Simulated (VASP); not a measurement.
# PrBe3Si (I4mm) in VASP: further runs

PrBe3Si is run at these levels: PBE; tasks: single point.

All numbers are computed with VASP 6.6.1; they aren't measurements. Logs are shortened: lines on timing, memory, paths and dates and some standing lists are left out, and cuts for length are marked.

## 1. The cell of the first run

It takes space group I4mm (No. 107, tetragonal). The conventional cell has a = 3.942 Å, b = 3.942 Å, c = 9.458 Å, α = 90.00°, β = 90.00°, γ = 90.00°. Pr (site symmetry 4mm) has 13 Be at 3.03 to 3.55 Å and 5 Si at 3.03 to 3.54 Å and 4 Pr at 3.94 Å within 4.0 Å. Be (site symmetry 4mm) has 4 Be at 2.27 Å and 1 Si at 2.37 Å and 4 Pr at 3.03 Å within 3.1 Å. Be (site symmetry 2mm) has 6 Be at 2.27 to 2.79 Å and 2 Si at 2.32 Å and 4 Pr at 3.04 to 3.12 Å within 3.2 Å. Si (site symmetry 4mm) has 5 Be at 2.32 to 2.37 Å and 4 Pr at 3.03 Å within 3.1 Å.

The cell was generated, and may not be a known phase.

## 2. Single point, PBE

Contents of INCAR:

```
SYSTEM = PrBe3Si
  PREC = Accurate
  ENCUT = 600
  EDIFF = 1E-6
  ISMEAR = 0
  SIGMA = 0.1
  LREAL = .False.
  LASPH = .True.
  NELM = 200
  ALGO = Normal
  ISIF = 2
  LWAVE = .False.
  LCHARG = .True.
  GGA = PE
  LELF = .True.
  LVHAR = .True.
  NBANDS = 18
  GGA_COMPAT = .False.
  LMAXMIX = 6
```

Contents of KPOINTS:

```
regular mesh
0
Gamma
  12 12 12
  0 0 0
```

Contents of POSCAR:

```
PrBe3Si
1.0
   -1.9710989376      1.9710989376      4.7292393061
    1.9710989376     -1.9710989376      4.7292393061
    1.9710989376      1.9710989376     -4.7292393061
Pr Be Si
1 3 1
Direct
    0.0205850263      0.0205850263      0.0000000000
    0.3956105850      0.3956105850      0.0000000000
    0.2763859025      0.7763859025      0.5000000000
    0.7763859025      0.2763859025      0.5000000000
    0.6460325939      0.6460325939      0.0000000000
```

Potentials or basis: VASP PAW PBE potentials, release 64 (Pr_3, Be, Si), 4f in core.

Command:

```console
$ cat potpaw_PBE.64/Pr_3/POTCAR potpaw_PBE.64/Be/POTCAR potpaw_PBE.64/Si/POTCAR > POTCAR
$ mpirun -np 1 vasp_std > vasp.out
```

OUTCAR:

```text
SYSTEM = PrBe3Si
   PREC = Accurate
   ENCUT = 600
   EDIFF = 1E-6
   ISMEAR = 0
   LREAL = .False.
   LASPH = .True.
   NELM = 200
   ISIF = 2
   GGA = PE

 ion  position               nearest neighbor table
   1  0.021  0.021  0.000-   2 3.03   2 3.03   2 3.03   2 3.03   5 3.03   5 3.03   5 3.03   5 3.03
                             4 3.04   3 3.04   3 3.04   4 3.04   4 3.12   3 3.12   3 3.12   4 3.12
   2  0.396  0.396  0.000-   3 2.27   4 2.27   3 2.27   4 2.27   5 2.37   1 3.03   1 3.03   1 3.03
                             1 3.03
   3  0.276  0.776  0.500-   2 2.27   2 2.27   5 2.32   5 2.32   1 3.04   1 3.04   1 3.12   1 3.12

   4  0.776  0.276  0.500-   2 2.27   2 2.27   5 2.32   5 2.32   1 3.04   1 3.04   1 3.12   1 3.12

   5  0.646  0.646  0.000-   3 2.32   4 2.32   3 2.32   4 2.32   2 2.37   1 3.03   1 3.03   1 3.03
                             1 3.03

  LATTYP: Found a body centered tetragonal cell.
 ALAT       =     3.9421978752
 C/A-ratio  =     2.3992906778

  Lattice vectors:

 A1 = (  -1.9710989376,   1.9710989376,   4.7292393061)
 A2 = (   1.9710989376,  -1.9710989376,   4.7292393061)
 A3 = (   1.9710989376,   1.9710989376,  -4.7292393061)

Analysis of symmetry for initial positions (statically):
=====================================================================
 Subroutine PRICEL returns:
 Original cell was already a primitive cell.

 Routine SETGRP: Setting up the symmetry group for a
 body centered tetragonal supercell.

 Subroutine GETGRP returns: Found  8 space group operations
 (whereof  8 operations were pure point group operations)
 out of a pool of 16 trial point group operations.

The static configuration has the point symmetry C_4v.

Analysis of symmetry for dynamics (positions and initial velocities):
=====================================================================
 Subroutine PRICEL returns:
 Original cell was already a primitive cell.

 Routine SETGRP: Setting up the symmetry group for a
 body centered tetragonal supercell.

 Subroutine GETGRP returns: Found  8 space group operations
 (whereof  8 operations were pure point group operations)
 out of a pool of 16 trial point group operations.

The dynamic configuration has the point symmetry C_4v.

 Subroutine INISYM returns: Found  8 space group operations
 (whereof  8 operations are pure point group operations),
 and found     1 'primitive' translations

----------------------------------------------------------------------------------------

                                     Primitive cell

  volume of cell :      73.4967

  direct lattice vectors                    reciprocal lattice vectors
    -1.971098938  1.971098938  4.729239306     0.000000000  0.253665603  0.105725248
     1.971098938 -1.971098938  4.729239306     0.253665603  0.000000000  0.105725248
     1.971098938  1.971098938 -4.729239306     0.253665603  0.253665603  0.000000000

  length of vectors
     5.489641742  5.489641742  5.489641742     0.274816423  0.274816423  0.358737336

  position of ions in fractional coordinates (direct lattice)
     0.020585026  0.020585026  0.000000000
     0.395610585  0.395610585  0.000000000
     0.276385903  0.776385903  0.500000000
     0.776385903  0.276385903  0.500000000
     0.646032594  0.646032594  0.000000000

  ion indices of the primitive-cell ions
   primitive index   ion index
                 1           1
                 2           2
                 3           3
                 4           4
                 5           5

----------------------------------------------------------------------------------------

 KPOINTS: regular mesh

Automatic generation of k-mesh.
 Grid dimensions read from file:
 generate k-points for:   12   12   12

 Generating k-lattice:

  Cartesian coordinates                     Fractional coordinates (reciprocal lattice)
     0.000000000  0.021138800  0.008810437     0.083333333 -0.000000000  0.000000000
     0.021138800  0.000000000  0.008810437    -0.000000000  0.083333333  0.000000000
     0.021138800  0.021138800  0.000000000     0.000000000  0.000000000  0.083333333

  Length of vectors
     0.022901369  0.022901369  0.029894778

  Shift w.r.t. Gamma in fractional coordinates (k-lattice)
     0.000000000  0.000000000  0.000000000

 Subroutine IBZKPT returns following result:
 ===========================================

 Found    163 irreducible k-points:

 Following reciprocal coordinates:
            Coordinates               Weight
  0.000000  0.000000  0.000000      1.000000
  0.083333  0.000000 -0.000000      8.000000
  0.166667  0.000000 -0.000000      8.000000
  0.250000  0.000000  0.000000      8.000000
  0.333333  0.000000 -0.000000      8.000000
  0.416667  0.000000 -0.000000      8.000000
[... 16 lines left out ...]
  0.500000  0.166667  0.000000     16.000000
 -0.416667  0.166667  0.000000     16.000000
 [... further k-points ...]
   k-points           NKPTS =    163   k-points in BZ     NKDIM =    163   number of bands    NBANDS=     18
   number of dos      NEDOS =    301   number of ions     NIONS =      5
   total plane-waves  NPLWV = 110592
   dimension x,y,z NGX =    48 NGY =   48 NGZ =   48
   dimension x,y,z NGXF=    96 NGYF=   96 NGZF=   96
   ions per type =               1   3   1
   NGX,Y,Z   is equivalent  to a cutoff of  14.54, 14.54, 14.54 a.u.
   NGXF,Y,Z  is equivalent  to a cutoff of  29.07, 29.07, 29.07 a.u.
 SYSTEM =  PrBe3Si
   PREC   = accura    normal or accurate (medium, high low for compatibility)
   ISTART =      0    job   : 0-new  1-cont  2-samecut
   ICHARG =      2    charge: 1-file 2-atom 10-const
   ISPIN  =      1    spin polarized calculation?
   LNONCOLLINEAR =      F non collinear calculations
   LSORBIT =      F    spin-orbit coupling
   LASPH  =      T    aspherical Exc in radial PAW
   ENCUT  =  600.0 eV  44.10 Ry    6.64 a.u.  10.96 10.96 10.96*2*pi/ulx,y,z
   NELM   =    200;   NELMIN=  2; NELMDL= -5     # of ELM steps
   EDIFF  = 0.1E-05   stopping-criterion for ELM
   LREAL  =      F    real-space projection
[... 7 lines left out ...]
   TEBEG  =    0.0;   TEEND  =   0.0 temperature during run
   PSTRESS=    0.0 pullay stress
   NELECT =      21.0000    total number of electrons
   NUPDOWN=      -1.0000    fix difference up-down
   EMIN   =  10.00;   EMAX   =-10.00  energy-range for DOS
   EFERMI =   0.00;   METHOD = LEGACY
   ISMEAR =     0;   SIGMA  =   0.10  broadening in eV -4-tet -1-fermi 0-gaus
   EFERMI_NEDOS =   21; number of points for ismear=-14 and -15
   IALGO  =     38    algorithm
   IMIX   =      4    mixing-type and parameters
     AMIX     =   0.40;   BMIX     =  1.00
     AMIX_MAG =   1.60;   BMIX_MAG =  1.00
  volume/ion in A,a.u.               =      14.70        99.20
  Fermi-wavevector in a.u.,A,eV,Ry     =   1.078264  2.037624 15.818866  1.162654
  Thomas-Fermi vector in A             =   2.214198
   LORBIT       =      0    0 simple, 1 ext, 2 COOP (PROOUT), +10 PAW based schemes
   GGA     = PE    functional components
   LHFCALC =     F    Hartree Fock is set to
   AEXX    =    0.0000 exact exchange contribution
   IVDW    =     0    specifies the selected vdW correction
   LEPSILON=     F    determine dielectric tensor
   LRPA    =     F    only Hartree local field effects (RPA)
 non-spin polarized calculation
 Gauss-broadening in eV      SIGMA  =   0.10
  energy-cutoff  :      600.00
  volume of cell :       73.50
 maximum number of plane-waves:      2472
 NGX is ok and might be reduce to    48
   NGX = 21   NGY = 21   NGZ = 21

 number of electron      21.0000000 magnetization

 Free energy of the ion-electron system (eV)
  ---------------------------------------------------
  ext. energy  EPLUGINS =         0.00000000
  ---------------------------------------------------
  free energy    TOTEN  =       -22.63168233 eV

  energy without entropy =      -22.62403691  energy(sigma->0) =      -22.62785962

 E-fermi :   5.2564     XC(G=0): -10.3755

 val. band max:        5.2553063279   @ k =  -0.3333  -0.4167   0.3333
 cond. band min:       5.2615853836   @ k =   0.4167   0.0833   0.0000
 fundamental gap:      0.0062790557
 Fermi energy:         5.2563589309

 k-point     1 :       0.0000    0.0000    0.0000
  band No.  band energies     occupation
      1     -30.0076      2.00000
      2     -12.2128      2.00000
      3     -11.9260      2.00000
      4     -11.9260      2.00000
      5      -4.2381      2.00000
      6       1.1087      2.00000
[... 10 lines left out ...]
     17      11.2499      0.00000
     18      11.2499      0.00000

 k-point     2 :       0.0833    0.0000   -0.0000
  band No.  band energies     occupation
      1     -30.0058      2.00000
      2     -12.2108      2.00000
      3     -11.9615      2.00000
      4     -11.9226      2.00000
      5      -4.1593      2.00000
      6       1.0725      2.00000
[... 10 lines left out ...]
     17      11.0949      0.00000
     18      11.3722      0.00000

 k-point     3 :       0.1667    0.0000   -0.0000
  band No.  band energies     occupation
      1     -30.0011      2.00000
      2     -12.2058      2.00000
      3     -12.0561      2.00000
      4     -11.9133      2.00000
      5      -3.9362      2.00000
      6       0.8822      2.00000
[... 10 lines left out ...]
     17      10.7449      0.00000
     18      11.4036      0.00000

 k-point     4 :       0.2500    0.0000    0.0000
  band No.  band energies     occupation
      1     -29.9945      2.00000
      2     -12.2086      2.00000
      3     -12.1705      2.00000
      4     -11.9006      2.00000
      5      -3.6068      2.00000
      6       0.4906      2.00000
[... 375 lines left out ...]
      4     -11.9928      2.00000
      5      -2.7761      2.00000
      6      -0.1101      2.00000
[... 10 lines left out ...]
     17      11.0288      0.00000
     18      11.6245      0.00000

 k-point    23 :       0.5000    0.1667    0.0000
  band No.  band energies     occupation
      1     -29.9753      2.00000
      2     -12.3934      2.00000
      3     -12.1617      2.00000
      4     -11.9878      2.00000
      5      -2.7177      2.00000
      6      -0.1994      2.00000
[... 10 lines left out ...]
     17      10.6291      0.00000
     18      11.6737      0.00000

 k-point    24 :      -0.4167    0.1667    0.0000
  band No.  band energies     occupation
      1     -29.9771      2.00000
      2     -12.3632      2.00000
      3     -12.1600      2.00000
      4     -11.9918      2.00000
      5      -2.8730      2.00000
      6      -0.0491      2.00000
[... 10 lines left out ...]
     17      10.8090      0.00000
     18      11.9048      0.00000

 [... further k-points ...]
[... 5 lines left out ...]
  --------------------------------------------------------------------------------------
  -------------------------------------------------------------------------------------
  Total        0.0703417      0.0703417      0.0358060      0.0000000      0.0000000      0.0000000
  in kB        1.5334000      1.5334000      0.7805460      0.0000000      0.0000000      0.0000000
  external PRESSURE =       1.2824486 kB  Pullay stress =       0.0000000 kB

 VOLUME and BASIS-vectors are now :
 -----------------------------------------------------------------------------
  energy-cutoff  :      600.00
  volume of cell :       73.50
      direct lattice vectors                 reciprocal lattice vectors
    -1.971098938  1.971098938  4.729239306     0.000000000  0.253665603  0.105725248
     1.971098938 -1.971098938  4.729239306     0.253665603  0.000000000  0.105725248
     1.971098938  1.971098938 -4.729239306     0.253665603  0.253665603  0.000000000

 POSITION                                       TOTAL-FORCE (eV/Angst)
 -----------------------------------------------------------------------------------
      0.00000      0.00000      0.19470        -0.000000     -0.000000      0.009705
      0.00000      0.00000      3.74187        -0.000000     -0.000000     -0.001197
      1.97110      0.00000      2.61419         0.000000      0.000000     -0.004631
      0.00000      1.97110      2.61419         0.000000      0.000000     -0.004631
      0.00000      0.00000      6.11049         0.000000      0.000000      0.000754
 -----------------------------------------------------------------------------------
    total drift:                               -0.000000     -0.000000      0.000083

  FREE ENERGIE OF THE ION-ELECTRON SYSTEM (eV)
  ---------------------------------------------------
  free  energy   TOTEN  =       -22.6316823346 eV

  energy  without entropy=      -22.6240369138  energy(sigma->0) =      -22.62785962
```

It took 4.8 min on 1 thread of Intel Xeon Platinum 8559C (Emerald Rapids), shared host; peak memory 0.52 GiB.

What came out:

```yaml
Free_energy: -22.6317 eV
Pressure: 0.1 GPa
Largest_force: 0.010 eV/Å
Band_gap_on_the_k_mesh: zero (an odd number of electrons rules out a gap without spin polarisation)
```

Forces on the atoms (eV/Å):
```
Pr   0.000  0.000  0.010
Be   0.000  0.000 -0.001
Be   0.000  0.000 -0.005
Be   0.000  0.000 -0.005
Si   0.000  0.000  0.001
```

Stress tensor (GPa, compression positive):
```
0.15 0.00 0.00
0.00 0.15 0.00
0.00 0.00 0.08
```

Caveat: spin-orbit coupling is left out, which moves the levels of the heavy elements; the 4f electrons are frozen in the core, so they carry no moment and show no levels.

## 3. Single point, PBE

Contents of INCAR:

```
  PREC = Accurate
  ENCUT = 600
  EDIFF = 1E-6
  ISMEAR = 0
  SIGMA = 0.1
  LREAL = False
  LASPH = True
  NELM = 200
  ALGO = Normal
  ISIF = 2
  LWAVE = False
  LCHARG = False
  GGA = PE
  NBANDS = 18
  GGA_COMPAT = False
  LMAXMIX = 6
```

Contents of KPOINTS:

```
Automatic mesh
0
Gamma
  12 12 12
```

Contents of POSCAR:

```
PrBe3Si
1.0
   -1.9709841570      1.9709841570      4.7305177366
    1.9709841570     -1.9709841570      4.7305177366
    1.9709841570      1.9709841570     -4.7305177366
Pr Be Si
1 3 1
Direct
    0.0205661030      0.0205661030      0.0000000000
    0.3956641138      0.3956641138      0.0000000000
    0.2763640613      0.7763640613      0.5000000000
    0.7763640613      0.2763640613      0.5000000000
    0.6460416709      0.6460416709      0.0000000000
```

Potentials or basis: VASP PAW PBE potentials, release 64 (Pr_3, Be, Si), 4f in core.

Command:

```console
$ cat potpaw_PBE.64/Pr_3/POTCAR potpaw_PBE.64/Be/POTCAR potpaw_PBE.64/Si/POTCAR > POTCAR
$ mpirun -np 1 vasp_std > vasp.out
```

Run time: 4.7 min. Hardware: 1 thread of Intel Xeon Platinum 8559C (Emerald Rapids), shared host; peak memory 0.52 GiB.

It converged, with:

- Free energy: -22.6317 eV
- Pressure: 0.1 GPa
- Largest force: 0.010 eV/Å
- Band gap on the k mesh: zero (an odd number of electrons rules out a gap without spin polarisation)

Forces on the atoms (eV/Å):
```
Pr   0.000  0.000  0.010
Be   0.000  0.000 -0.004
Be   0.000  0.000 -0.003
Be   0.000  0.000 -0.003
Si   0.000  0.000  0.000
```

Stress tensor (GPa, compression positive):
```
0.15 0.00 0.00
0.00 0.15 0.00
0.00 0.00 0.05
```

Levels at points of the mesh, in eV from the Fermi level:
```tsv
k point	band 8	band 9	band 10	band 11	band 12	band 13	band 14	band 15
(0.00, 0.00, 0.00)	-2.29	-2.29	-0.90	1.67	1.67	2.27	2.96	3.45
(0.50, 0.00, 0.00)	-3.05	-1.67	0.12	0.68	0.72	1.71	2.94	4.24
(0.50, 0.50, 0.00)	-3.74	-2.96	-1.67	-0.90	3.41	4.45	4.59	5.75
(0.50, 0.50, 0.50)	-1.76	-1.12	0.44	1.23	1.66	1.66	3.54	3.66
```

Caveat: spin-orbit coupling is left out, which moves the levels of the heavy elements; the 4f electrons are frozen in the core, so they carry no moment and show no levels.

## 4. Single point, PBE

Contents of INCAR:

```
ALGO = Normal ; EDIFF = 1E-6
ENCUT = 600 ; GGA = PE
GGA_COMPAT = False ; ISIF = 2
ISMEAR = 0 ; LASPH = True
LCHARG = False ; LMAXMIX = 6
LREAL = False ; LWAVE = False
NBANDS = 18 ; NELM = 200
PREC = Accurate ; SIGMA = 0.1
```

Contents of KPOINTS:

```
k-points
0
Gamma
  12 12 12
```

Contents of POSCAR:

```
PrBe3Si
1.0
   -1.9710989376      1.9710989376      4.7292393061
    1.9710989376     -1.9710989376      4.7292393061
    1.9710989376      1.9710989376     -4.7292393061
Pr Be Si
1 3 1
Direct
    0.0205850263      0.0205850263      0.0000000000
    0.3956105850      0.3956105850      0.0000000000
    0.2763859025      0.7763859025      0.5000000000
    0.7763859025      0.2763859025      0.5000000000
    0.6460325939      0.6460325939      0.0000000000
```

Command:

```console
$ cat potpaw_PBE.64/Pr_3/POTCAR potpaw_PBE.64/Be/POTCAR potpaw_PBE.64/Si/POTCAR > POTCAR
$ mpirun -np 1 vasp_std > vasp.out
```

Wall time 4.7 min (1 thread of Intel Xeon Platinum 8559C (Emerald Rapids), shared host); peak memory 0.52 GiB.

Results (log left out):

| Quantity | Value |
| --- | --- |
| Free energy | -22.6317 eV |
| Pressure | 0.1 GPa |
| Largest force | 0.010 eV/Å |
| Band gap on the k mesh | zero (an odd number of electrons rules out a gap without spin polarisation) |

Forces on the atoms (eV/Å):
```
Pr   0.000  0.000  0.010
Be   0.000  0.000 -0.001
Be   0.000  0.000 -0.005
Be   0.000  0.000 -0.005
Si   0.000  0.000  0.001
```

Stress tensor (GPa, compression positive):
```
0.15 0.00 0.00
0.00 0.15 0.00
0.00 0.00 0.08
```

Levels at points of the mesh, in eV from the Fermi level:
```tsv
k point	band 8	band 9	band 10	band 11	band 12	band 13	band 14	band 15
(0.00, 0.00, 0.00)	-2.29	-2.29	-0.90	1.67	1.67	2.26	2.96	3.45
(0.50, 0.00, 0.00)	-3.05	-1.67	0.12	0.68	0.71	1.71	2.94	4.24
(0.50, 0.50, 0.00)	-3.74	-2.96	-1.67	-0.90	3.41	4.45	4.60	5.75
(0.50, 0.50, 0.50)	-1.76	-1.12	0.44	1.23	1.66	1.66	3.54	3.66
```

Caveat: spin-orbit coupling is left out, which moves the levels of the heavy elements; the 4f electrons are frozen in the core, so they carry no moment and show no levels.

[end of part 1 of 2]
